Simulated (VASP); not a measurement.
# Rb2Na (Fm-3m) in VASP: further runs

The runs below take Rb2Na through single point, with PBE.

Program: VASP 6.6.1. These are calculated values, not measurements. Logs are shortened: lines on timing, memory, paths and dates and some standing lists are left out, and cuts for length are marked.

## (1) The cell of the first run

The structure is cubic, space group Fm-3m (No. 225). The conventional cell has a = 7.384 Å, b = 7.384 Å, c = 7.384 Å, α = 90.00°, β = 90.00°, γ = 90.00°. Within 4.2 Å of Rb (site symmetry -43m) lie 4 Na at 3.20 Å and 6 Rb at 3.69 Å. Within 4.2 Å of Na (site symmetry m-3m) lie 8 Rb at 3.20 Å.

## (2) Single point, PBE

Input file INCAR:

```
  PREC = Accurate
  ENCUT = 520
  EDIFF = 1E-7
  ISMEAR = 0
  SIGMA = 0.1
  LREAL = F
  LASPH = T
  NELM = 60
  ALGO = Fast
  ISIF = 2
  LWAVE = F
  LCHARG = F
  GGA = PE
  NBANDS = 20
```

Input file KPOINTS:

```
regular mesh
0
Gamma
  4 4 4
```

Input file POSCAR:

```
Rb2Na
1.0
    0.0000000000      3.6917515530      3.6917515530
    3.6917515530      0.0000000000      3.6917515530
    3.6917515530      3.6917515530      0.0000000000
Rb Na
2 1
Direct
    0.2500000000      0.2500000000      0.2500000000
    0.7500000000      0.7500000000      0.7500000000
    0.0000000000      0.0000000000      0.0000000000
```

Potentials or basis: VASP PAW PBE potentials, release 64 (Rb_sv, Na_pv).

Launch:

```bash
> cat potpaw_PBE.64/Rb_sv/POTCAR potpaw_PBE.64/Na_pv/POTCAR > POTCAR
> mpirun -np 1 vasp_std > vasp.out
```

OUTCAR:

```text
PREC = Accurate
   ENCUT = 520
   EDIFF = 1E-7
   ISMEAR = 0
   LREAL = F
   LASPH = T
   NELM = 60
   ISIF = 2
   GGA = PE

 ion  position               nearest neighbor table
   1  0.250  0.250  0.250-   3 3.20   3 3.20   3 3.20   3 3.20   2 3.69   2 3.69   2 3.69   2 3.69
                             2 3.69   2 3.69
   2  0.750  0.750  0.750-   3 3.20   3 3.20   3 3.20   3 3.20   1 3.69   1 3.69   1 3.69   1 3.69
                             1 3.69   1 3.69
   3  0.000  0.000  0.000-   1 3.20   2 3.20   2 3.20   2 3.20   2 3.20   1 3.20   1 3.20   1 3.20

  LATTYP: Found a face centered cubic cell.
 ALAT       =     7.3835031060

  Lattice vectors:

 A1 = (   0.0000000000,   3.6917515530,   3.6917515530)
 A2 = (   3.6917515530,   0.0000000000,   3.6917515530)
 A3 = (   3.6917515530,   3.6917515530,   0.0000000000)

Analysis of symmetry for initial positions (statically):
=====================================================================
 Subroutine PRICEL returns:
 Original cell was already a primitive cell.

 Routine SETGRP: Setting up the symmetry group for a
 face centered cubic supercell.

 Subroutine GETGRP returns: Found 48 space group operations
 (whereof 48 operations were pure point group operations)
 out of a pool of 48 trial point group operations.

The static configuration has the point symmetry O_h .

Analysis of symmetry for dynamics (positions and initial velocities):
=====================================================================
 Subroutine PRICEL returns:
 Original cell was already a primitive cell.

 Routine SETGRP: Setting up the symmetry group for a
 face centered cubic supercell.

 Subroutine GETGRP returns: Found 48 space group operations
 (whereof 48 operations were pure point group operations)
 out of a pool of 48 trial point group operations.

The dynamic configuration has the point symmetry O_h .

 Subroutine INISYM returns: Found 48 space group operations
 (whereof 48 operations are pure point group operations),
 and found     1 'primitive' translations

----------------------------------------------------------------------------------------

                                     Primitive cell

  volume of cell :     100.6300

  direct lattice vectors                    reciprocal lattice vectors
     0.000000000  3.691751553  3.691751553    -0.135437066  0.135437066  0.135437066
     3.691751553  0.000000000  3.691751553     0.135437066 -0.135437066  0.135437066
     3.691751553  3.691751553  0.000000000     0.135437066  0.135437066 -0.135437066

  length of vectors
     5.220925115  5.220925115  5.220925115     0.234583880  0.234583880  0.234583880

  position of ions in fractional coordinates (direct lattice)
     0.250000000  0.250000000  0.250000000
     0.750000000  0.750000000  0.750000000
     0.000000000  0.000000000  0.000000000

  ion indices of the primitive-cell ions
   primitive index   ion index
                 1           1
                 2           2
                 3           3

----------------------------------------------------------------------------------------

 KPOINTS: regular mesh

Automatic generation of k-mesh.
 Grid dimensions read from file:
 generate k-points for:    4    4    4

 Generating k-lattice:

  Cartesian coordinates                     Fractional coordinates (reciprocal lattice)
    -0.033859267  0.033859267  0.033859267     0.250000000  0.000000000  0.000000000
     0.033859267 -0.033859267  0.033859267     0.000000000  0.250000000  0.000000000
     0.033859267  0.033859267 -0.033859267     0.000000000  0.000000000  0.250000000

  Length of vectors
     0.058645970  0.058645970  0.058645970

  Shift w.r.t. Gamma in fractional coordinates (k-lattice)
     0.000000000  0.000000000  0.000000000

 Subroutine IBZKPT returns following result:
 ===========================================

 Found      8 irreducible k-points:

 Following reciprocal coordinates:
            Coordinates               Weight
  0.000000  0.000000  0.000000      1.000000
  0.250000  0.000000  0.000000      8.000000
  0.500000  0.000000  0.000000      4.000000
  0.250000  0.250000  0.000000      6.000000
  0.500000  0.250000  0.000000     24.000000
 -0.250000  0.250000  0.000000     12.000000
  0.500000  0.500000  0.000000      3.000000
 -0.250000  0.500000  0.250000      6.000000
   k-points           NKPTS =      8   k-points in BZ     NKDIM =      8   number of bands    NBANDS=     20
   number of dos      NEDOS =    301   number of ions     NIONS =      3
   total plane-waves  NPLWV =  64000
   dimension x,y,z NGX =    40 NGY =   40 NGZ =   40
   dimension x,y,z NGXF=    80 NGYF=   80 NGZF=   80
   ions per type =               2   1
   NGX,Y,Z   is equivalent  to a cutoff of  12.74, 12.74, 12.74 a.u.
   NGXF,Y,Z  is equivalent  to a cutoff of  25.47, 25.47, 25.47 a.u.
 SYSTEM =  unknown system
   PREC   = accura    normal or accurate (medium, high low for compatibility)
   ISTART =      0    job   : 0-new  1-cont  2-samecut
   ICHARG =      2    charge: 1-file 2-atom 10-const
   ISPIN  =      1    spin polarized calculation?
   LNONCOLLINEAR =      F non collinear calculations
   LSORBIT =      F    spin-orbit coupling
   LASPH  =      T    aspherical Exc in radial PAW
   ENCUT  =  520.0 eV  38.22 Ry    6.18 a.u.   9.71  9.71  9.71*2*pi/ulx,y,z
   NELM   =     60;   NELMIN=  2; NELMDL= -5     # of ELM steps
   EDIFF  = 0.1E-06   stopping-criterion for ELM
   LREAL  =      F    real-space projection
   EDIFFG = 0.1E-05   stopping-criterion for IOM
   NSW    =      0    number of steps for IOM
   IBRION =     -1    ionic relax: 0-MD 1-quasi-New 2-CG
   NFREE  =      0    steps in history (QN), initial steepest desc. (CG)
   ISIF   =      2    stress and relaxation
   ISYM   =      2    0-nonsym 1-usesym 2-fastsym
   POTIM  = 0.5000    time-step for ionic-motion
   TEBEG  =    0.0;   TEEND  =   0.0 temperature during run
   PSTRESS=    0.0 pullay stress
   NELECT =      25.0000    total number of electrons
   NUPDOWN=      -1.0000    fix difference up-down
   EMIN   =  10.00;   EMAX   =-10.00  energy-range for DOS
   EFERMI =   0.00;   METHOD = LEGACY
   ISMEAR =     0;   SIGMA  =   0.10  broadening in eV -4-tet -1-fermi 0-gaus
   EFERMI_NEDOS =   21; number of points for ismear=-14 and -15
   IALGO  =     68    algorithm
   IMIX   =      4    mixing-type and parameters
     AMIX     =   0.40;   BMIX     =  1.00
     AMIX_MAG =   1.60;   BMIX_MAG =  1.00
  volume/ion in A,a.u.               =      33.54       226.36
  Fermi-wavevector in a.u.,A,eV,Ry     =   1.029151  1.944813 14.410631  1.059151
  Thomas-Fermi vector in A             =   2.163184
   LORBIT       =      0    0 simple, 1 ext, 2 COOP (PROOUT), +10 PAW based schemes
   GGA     = PE    functional components
   LHFCALC =     F    Hartree Fock is set to
   AEXX    =    0.0000 exact exchange contribution
   IVDW    =     0    specifies the selected vdW correction
   LEPSILON=     F    determine dielectric tensor
   LRPA    =     F    only Hartree local field effects (RPA)
 non-spin polarized calculation
 RMM-DIIS sequential band-by-band and
 Gauss-broadening in eV      SIGMA  =   0.10
  energy-cutoff  :      520.00
  volume of cell :      100.63
 maximum number of plane-waves:      2733
 NGX is ok and might be reduce to    40
   NGX = 19   NGY = 19   NGZ = 19

 number of electron      25.0000010 magnetization

 Free energy of the ion-electron system (eV)
  ---------------------------------------------------
  ext. energy  EPLUGINS =         0.00000000
  ---------------------------------------------------
  free energy    TOTEN  =        -0.32431127 eV

  energy without entropy =       -0.31780916  energy(sigma->0) =       -0.32106022

 E-fermi :   2.6086     XC(G=0):  -7.9769

 val. band max:        2.4660460818   @ k =  -0.2500   0.5000   0.2500
 cond. band min:       2.6592229985   @ k =   0.2500   0.2500   0.0000
 fundamental gap:      0.1931769167
 Fermi energy:         2.6086179198

 k-point     1 :       0.0000    0.0000    0.0000
  band No.  band energies     occupation
      1     -26.2786      2.00000
      2     -26.0740      2.00000
      3     -22.8894      2.00000
      4     -22.8894      2.00000
      5     -22.8894      2.00000
      6     -10.6401      2.00000
[... 12 lines left out ...]
     19       9.6598      0.00000
     20       9.6598      0.00000

 k-point     2 :       0.2500    0.0000    0.0000
  band No.  band energies     occupation
      1     -26.2491      2.00000
      2     -26.1034      2.00000
      3     -22.8896      2.00000
      4     -22.8896      2.00000
      5     -22.8872      2.00000
      6     -10.5911      2.00000
[... 12 lines left out ...]
     19       8.0834      0.00000
     20       8.4718      0.00000

 k-point     3 :       0.5000    0.0000    0.0000
  band No.  band energies     occupation
      1     -26.1777      2.00000
      2     -26.1748      2.00000
      3     -22.8898      2.00000
      4     -22.8898      2.00000
      5     -22.8849      2.00000
      6     -10.4538      2.00000
[... 12 lines left out ...]
     19       6.5361      0.00000
     20       7.3591      0.00000

 k-point     4 :       0.2500    0.2500    0.0000
  band No.  band energies     occupation
      1     -26.2451      2.00000
      2     -26.1069      2.00000
      3     -22.8898      2.00000
      4     -22.8898      2.00000
      5     -22.8861      2.00000
      6     -10.7031      2.00000
[... 12 lines left out ...]
     19       8.2104      0.00000
     20       8.2242      0.00000

 k-point     5 :       0.5000    0.2500    0.0000
  band No.  band energies     occupation
      1     -26.2007      2.00000
      2     -26.1508      2.00000
      3     -22.8901      2.00000
      4     -22.8888      2.00000
      5     -22.8851      2.00000
      6     -10.7763      2.00000
[... 12 lines left out ...]
     19       6.6796      0.00000
     20       7.6743      0.00000

 k-point     6 :      -0.2500    0.2500    0.0000
  band No.  band energies     occupation
      1     -26.2106      2.00000
      2     -26.1414      2.00000
      3     -22.8898      2.00000
      4     -22.8881      2.00000
      5     -22.8866      2.00000
      6     -10.7794      2.00000
[... 12 lines left out ...]
     19       7.0377      0.00000
     20       7.2130      0.00000

 k-point     7 :       0.5000    0.5000    0.0000
  band No.  band energies     occupation
      1     -26.2112      2.00000
      2     -26.1393      2.00000
      3     -22.8903      2.00000
      4     -22.8903      2.00000
      5     -22.8828      2.00000
      6     -10.9382      2.00000
[... 12 lines left out ...]
     19       7.3720      0.00000
     20       7.3721      0.00000

 k-point     8 :      -0.2500    0.5000    0.2500
  band No.  band energies     occupation
      1     -26.1755      2.00000
      2     -26.1755      2.00000
      3     -22.8903      2.00000
      4     -22.8865      2.00000
      5     -22.8865      2.00000
      6     -10.8655      2.00000
[... 12 lines left out ...]
     19       6.4478      0.00000
     20       7.5631      0.00000

------------------------ aborting loop because EDIFF is reached ----------------------------------------

  FORCE on cell =-STRESS in cart. coord.  units (eV):
  Direction    XX          YY          ZZ          XY          YZ          ZX
  --------------------------------------------------------------------------------------
  -------------------------------------------------------------------------------------
  Total        7.1154403      7.1154403      7.1154403      0.0000000      0.0000000     -0.0000000
  in kB      113.2882765    113.2882765    113.2882765      0.0000000      0.0000000     -0.0000000
  external PRESSURE =     113.2882765 kB  Pullay stress =       0.0000000 kB

 VOLUME and BASIS-vectors are now :
 -----------------------------------------------------------------------------
  energy-cutoff  :      520.00
  volume of cell :      100.63
      direct lattice vectors                 reciprocal lattice vectors
     0.000000000  3.691751553  3.691751553    -0.135437066  0.135437066  0.135437066
     3.691751553  0.000000000  3.691751553     0.135437066 -0.135437066  0.135437066
     3.691751553  3.691751553  0.000000000     0.135437066  0.135437066 -0.135437066

 POSITION                                       TOTAL-FORCE (eV/Angst)
 -----------------------------------------------------------------------------------
      1.84588      1.84588      1.84588        -0.000000     -0.000000     -0.000000
      5.53763      5.53763      5.53763         0.000000      0.000000      0.000000
      0.00000      0.00000      0.00000         0.000000     -0.000000     -0.000000
 -----------------------------------------------------------------------------------
    total drift:                               -0.000000     -0.000000      0.000000

  FREE ENERGIE OF THE ION-ELECTRON SYSTEM (eV)
  ---------------------------------------------------
  free  energy   TOTEN  =        -0.3243112724 eV

  energy  without entropy=       -0.3178091586  energy(sigma->0) =       -0.32106022
```

It took 32 s on 1 thread of AMD EPYC 9R45 (Zen 5), shared host; peak memory 0.2 GiB.

Results:

| Quantity | Value |
| --- | --- |
| Free energy | -0.3243 eV |
| Pressure | 11.3 GPa |
| Band gap on the k mesh | zero (an odd number of electrons rules out a gap without spin polarisation) |

Levels at points of the mesh, in eV from the Fermi level:
| k point | band 8 | band 9 | band 10 | band 11 | band 12 | band 13 | band 14 | band 15 | band 16 | band 17 |
| --- | --- | --- | --- | --- | --- | --- | --- | --- | --- | --- |
| (0.00, 0.00, 0.00) | -13.25 | -12.66 | -12.66 | -12.66 | -3.13 | 0.85 | 0.85 | 0.85 | 1.75 | 1.75 |
| (0.50, 0.00, 0.00) | -12.98 | -12.98 | -12.98 | -12.98 | -0.79 | -0.45 | 2.29 | 2.29 | 2.66 | 2.66 |
| (0.50, 0.50, 0.00) | -13.37 | -12.58 | -12.58 | -12.50 | -0.53 | -0.43 | 0.63 | 2.13 | 2.88 | 3.26 |

Caveat: the k points lie up to 0.37 Å⁻¹ apart, too coarse for converged energies and pressures of a metal.

(Part 1 of 2 ends here.)
